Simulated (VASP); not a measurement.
# Si2W (I4/mmm) in VASP: single point with PBE

Aim: the single point of Si2W with PBE.

Everything below comes from runs of VASP 6.6.1. Logs are shortened: lines on timing, memory, paths and dates and some standing lists are left out, and cuts for length are marked.

## (1) The cell of the first run

It takes space group I4/mmm (No. 139, tetragonal). The conventional cell has a = 3.229 Å, b = 3.229 Å, c = 7.867 Å, α = 90.00°, β = 90.00°, γ = 90.00°. Si (site symmetry 4mm) has 9 Si at 2.60 to 3.23 Å and 5 W at 2.63 Å within 3.4 Å. W (site symmetry 4/mmm) has 10 Si at 2.63 Å and 4 W at 3.23 Å within 3.5 Å.

## (2) Single point, PBE

The input, INCAR:

```
SYSTEM = Si2W
PREC     = Accurate       ! precision mode
ENCUT    = 500            ! plane-wave cutoff, eV
EDIFF    = 1E-6           ! SCF threshold, eV
ISMEAR   = 0              ! smearing method
SIGMA    = 0.1            ! smearing width, eV
LREAL    = .FALSE.        ! projectors in reciprocal space
LASPH    = .TRUE.         ! aspherical terms in the spheres
NELM     = 120            ! most SCF steps
ALGO     = Normal         ! electronic algorithm
ISIF     = 2              ! what is computed and relaxed
LWAVE    = .FALSE.        ! write WAVECAR
LCHARG   = .FALSE.        ! write CHGCAR
GGA      = PE             ! functional
NBANDS   = 18             ! bands
GGA_COMPAT= .FALSE.
```

The input, KPOINTS:

```
Automatic mesh
0
G
  18 18 18
  0 0 0
```

The input, POSCAR:

```
Si2W
1.0
   -1.6145372818      1.6145372818      3.9335880150
    1.6145372818     -1.6145372818      3.9335880150
    1.6145372818      1.6145372818     -3.9335880150
Si W
2 1
Direct
    0.3345888482      0.3345888482      0.0000000000
    0.6654111518      0.6654111518      0.0000000000
    0.0000000000      0.0000000000      0.0000000000
```

Potentials or basis: VASP PAW PBE potentials, release 64 (Si, W_sv).

On the command line:

```bash
> cat potpaw_PBE.64/Si/POTCAR potpaw_PBE.64/W_sv/POTCAR > POTCAR
> mpirun -np 1 vasp_std > vasp.out
```

OUTCAR:

```text
SYSTEM = Si2W
   PREC = Accurate
   ENCUT = 500
   EDIFF = 1E-6
   ISMEAR = 0
   LREAL = .FALSE.
   LASPH = .TRUE.
   NELM = 120
   ISIF = 2
   GGA = PE

 ion  position               nearest neighbor table
   1  0.335  0.335  0.000-   2 2.60   3 2.63   3 2.63   3 2.63   3 2.63   3 2.63   2 2.64   2 2.64
                             2 2.64   2 2.64
   2  0.665  0.665  0.000-   1 2.60   3 2.63   3 2.63   3 2.63   3 2.63   3 2.63   1 2.64   1 2.64
                             1 2.64   1 2.64
   3  0.000  0.000  0.000-   1 2.63   2 2.63   2 2.63   2 2.63   2 2.63   1 2.63   1 2.63   1 2.63
                             1 2.63   2 2.63

  LATTYP: Found a body centered tetragonal cell.
 ALAT       =     3.2290745636
 C/A-ratio  =     2.4363562609

  Lattice vectors:

 A1 = (  -1.6145372818,   1.6145372818,   3.9335880150)
 A2 = (   1.6145372818,  -1.6145372818,   3.9335880150)
 A3 = (   1.6145372818,   1.6145372818,  -3.9335880150)

Analysis of symmetry for initial positions (statically):
=====================================================================
 Subroutine PRICEL returns:
 Original cell was already a primitive cell.

 Routine SETGRP: Setting up the symmetry group for a
 body centered tetragonal supercell.

 Subroutine GETGRP returns: Found 16 space group operations
 (whereof 16 operations were pure point group operations)
 out of a pool of 16 trial point group operations.

The static configuration has the point symmetry D_4h.

Analysis of symmetry for dynamics (positions and initial velocities):
=====================================================================
 Subroutine PRICEL returns:
 Original cell was already a primitive cell.

 Routine SETGRP: Setting up the symmetry group for a
 body centered tetragonal supercell.

 Subroutine GETGRP returns: Found 16 space group operations
 (whereof 16 operations were pure point group operations)
 out of a pool of 16 trial point group operations.

The dynamic configuration has the point symmetry D_4h.

 Subroutine INISYM returns: Found 16 space group operations
 (whereof 16 operations are pure point group operations),
 and found     1 'primitive' translations

----------------------------------------------------------------------------------------

                                     Primitive cell

  volume of cell :      41.0152

  direct lattice vectors                    reciprocal lattice vectors
    -1.614537282  1.614537282  3.933588015     0.000000000  0.309686252  0.127110414
[... 90 lines left out ...]
   EDIFFG = 0.1E-04   stopping-criterion for IOM
   NSW    =      0    number of steps for IOM
   IBRION =     -1    ionic relax: 0-MD 1-quasi-New 2-CG
   NFREE  =      0    steps in history (QN), initial steepest desc. (CG)
   ISIF   =      2    stress and relaxation
   ISYM   =      2    0-nonsym 1-usesym 2-fastsym
   POTIM  = 0.5000    time-step for ionic-motion
   TEBEG  =    0.0;   TEEND  =   0.0 temperature during run
   PSTRESS=    0.0 pullay stress
   NELECT =      22.0000    total number of electrons
   NUPDOWN=      -1.0000    fix difference up-down
   EMIN   =  10.00;   EMAX   =-10.00  energy-range for DOS
   EFERMI =   0.00;   METHOD = LEGACY
   ISMEAR =     0;   SIGMA  =   0.10  broadening in eV -4-tet -1-fermi 0-gaus
   EFERMI_NEDOS =   21; number of points for ismear=-14 and -15
   IALGO  =     38    algorithm
   IMIX   =      4    mixing-type and parameters
     AMIX     =   0.40;   BMIX     =  1.00
     AMIX_MAG =   1.60;   BMIX_MAG =  1.00
  volume/ion in A,a.u.               =      13.67        92.26
  Fermi-wavevector in a.u.,A,eV,Ry     =   1.330150  2.513620 24.072786  1.769300
  Thomas-Fermi vector in A             =   2.459259
   LORBIT       =      0    0 simple, 1 ext, 2 COOP (PROOUT), +10 PAW based schemes
   GGA     = PE    functional components
   LHFCALC =     F    Hartree Fock is set to
   AEXX    =    0.0000 exact exchange contribution
   IVDW    =     0    specifies the selected vdW correction
   LEPSILON=     F    determine dielectric tensor
   LRPA    =     F    only Hartree local field effects (RPA)
 non-spin polarized calculation
 Gauss-broadening in eV      SIGMA  =   0.10
  energy-cutoff  :      500.00
  volume of cell :       41.02
 maximum number of plane-waves:      1062
 NGX is ok and might be reduce to    36
   NGX = 17   NGY = 17   NGZ = 17

 number of electron      22.0000000 magnetization

 Free energy of the ion-electron system (eV)
  ---------------------------------------------------
  ext. energy  EPLUGINS =         0.00000000
  ---------------------------------------------------
  free energy    TOTEN  =       -24.81569100 eV

  energy without entropy =      -24.81478573  energy(sigma->0) =      -24.81523836

 E-fermi :  11.7580     XC(G=0): -12.4608

 val. band max:       11.7383804352   @ k =  -0.3889   0.5000   0.3333
 cond. band min:      11.7954012321   @ k =  -0.3889  -0.4444   0.3889
 fundamental gap:      0.0570207969
 Fermi energy:        11.7580262677

 k-point     1 :       0.0000    0.0000    0.0000
  band No.  band energies     occupation
      1     -62.1267      2.00000
      2     -26.3737      2.00000
      3     -26.3603      2.00000
      4     -26.3603      2.00000
      5      -2.2031      2.00000
      6       4.9976      2.00000
[... 481 lines left out ...]
      5      -1.3065      2.00000
      6       5.0920      2.00000
[... 10 lines left out ...]
     17      17.9596      0.00000
     18      19.8900      0.00000

 [... further k-points ...]

------------------------ aborting loop because EDIFF is reached ----------------------------------------

  FORCE on cell =-STRESS in cart. coord.  units (eV):
  Direction    XX          YY          ZZ          XY          YZ          ZX
  --------------------------------------------------------------------------------------
  -------------------------------------------------------------------------------------
  Total        0.0222985      0.0222985      0.0021749      0.0000000      0.0000000      0.0000000
  in kB        0.8710458      0.8710458      0.0849568      0.0000000      0.0000000      0.0000000
  external PRESSURE =       0.6090161 kB  Pullay stress =       0.0000000 kB

 VOLUME and BASIS-vectors are now :
 -----------------------------------------------------------------------------
  energy-cutoff  :      500.00
  volume of cell :       41.02
      direct lattice vectors                 reciprocal lattice vectors
    -1.614537282  1.614537282  3.933588015     0.000000000  0.309686252  0.127110414
     1.614537282 -1.614537282  3.933588015     0.309686252  0.000000000  0.127110414
     1.614537282  1.614537282 -3.933588015     0.309686252  0.309686252  0.000000000

 POSITION                                       TOTAL-FORCE (eV/Angst)
 -----------------------------------------------------------------------------------
      0.00000      0.00000      2.63227         0.000000      0.000000     -0.006125
      0.00000      0.00000      5.23491        -0.000000     -0.000000      0.006125
      0.00000      0.00000      0.00000         0.000000      0.000000     -0.000000
 -----------------------------------------------------------------------------------
    total drift:                               -0.000000     -0.000000      0.000000

  FREE ENERGIE OF THE ION-ELECTRON SYSTEM (eV)
  ---------------------------------------------------
  free  energy   TOTEN  =       -24.8156910010 eV

  energy  without entropy=      -24.8147857275  energy(sigma->0) =      -24.81523836
```

OSZICAR:

```text
N       E                     dE             d eps       ncg     rms          rms(c)
DAV:   1     0.127383411209E+03    0.12738E+03   -0.10598E+04 17288   0.120E+03
DAV:   2    -0.212347226039E+02   -0.14862E+03   -0.14494E+03 19858   0.315E+02
DAV:   3    -0.256548935394E+02   -0.44202E+01   -0.43603E+01 21462   0.488E+01
DAV:   4    -0.256951293592E+02   -0.40236E-01   -0.40120E-01 20614   0.486E+00
DAV:   5    -0.256955575096E+02   -0.42815E-03   -0.42812E-03 20494   0.536E-01    0.247E+01
DAV:   6    -0.249201171345E+02    0.77544E+00   -0.36893E+00 18568   0.134E+01    0.834E+00
DAV:   7    -0.248392665803E+02    0.80851E-01   -0.25603E-01 18486   0.281E+00    0.451E+00
DAV:   8    -0.248161819988E+02    0.23085E-01   -0.46682E-02 19512   0.169E+00    0.333E-01
DAV:   9    -0.248157848750E+02    0.39712E-03   -0.11208E-03 20058   0.264E-01    0.199E-01
DAV:  10    -0.248156974001E+02    0.87475E-04   -0.28708E-04 20450   0.146E-01    0.388E-02
DAV:  11    -0.248156907083E+02    0.66918E-05   -0.38896E-05 19842   0.450E-02    0.178E-02
DAV:  12    -0.248156910010E+02   -0.29278E-06   -0.16990E-06 14228   0.858E-03
   1 F= -.24815691E+02 E0= -.24815238E+02  d E =-.905274E-03
```

It took 2.9 min on 1 thread of Intel Xeon 6975P-C (Granite Rapids), shared host; peak memory 0.44 GiB.

What came out:

```yaml
Free_energy: -24.8157 eV
Pressure: 0.1 GPa
Largest_force: 0.006 eV/Å
Band_gap_on_the_k_mesh: zero (bands 11 and 12 overlap by 1.25 eV)
```

Forces in eV/Å, atoms in the order of the input:
```
Si   0.000  0.000 -0.006
Si   0.000  0.000  0.006
W    0.000  0.000  0.000
```

Levels at points of the mesh, in eV from the Fermi level:
```
           k point  band 7  band 8  band 9  band 10  band 11  band 12  band 13  band 14  band 15  band 16
(0.00, 0.00, 0.00)   -3.76   -3.25   -2.81    -2.81     0.60     2.65     2.98     3.03     3.03     4.55
(0.50, 0.00, 0.00)   -5.68   -4.82   -2.75    -2.71    -0.42     2.65     2.75     3.90     4.31     5.07
(0.50, 0.50, 0.00)   -5.94   -5.50   -4.96    -3.19    -1.76     2.73     2.91     3.06     3.85     4.31
(0.50, 0.50, 0.50)   -3.76   -2.54   -0.85    -0.85    -0.49    -0.49     0.78     4.44     4.72     6.14
```

Caveat: spin-orbit coupling is left out, which moves the levels of the heavy elements.
